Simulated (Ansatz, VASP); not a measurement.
## P: VASP beside Ansatz

```
P
1.0
     3.44900    0.00000    0.00000
    -1.72450    2.98692    0.00000
     0.00000    0.00000   28.00000
P
2
Direct
  0.33333 0.66667 0.51430
  0.66667 0.33333 0.48570
```

Alike in both runs: task single point; functional PBE; dispersion D3(BJ); k mesh 9 × 9 × 1; occupations gaussian, width 0.02 eV; no spin polarisation.

|  | VASP | Ansatz |
| --- | --- | --- |
| version | VASP 6.6.1 | Ansatz 0.2.0 |
| potentials or method | VASP PAW PBE potentials, release 64 (P), cutoff 520 eV | scalar-relativistic, plane waves, PAW |
| valence electrons in the cell | 10 | 10 |

|  | VASP | Ansatz | Ansatz less VASP |
| --- | --- | --- | --- |
| gap on the k mesh at the Fermi level (eV) | none | none | - |
| rms of the force components (eV/Å) | 1.547 | 1.536 | -0.0111 |

Atom by atom the forces differ by 0.011 eV/Å (rms over components). A gap of «none» marks a metal or a gap that the smearing closes.
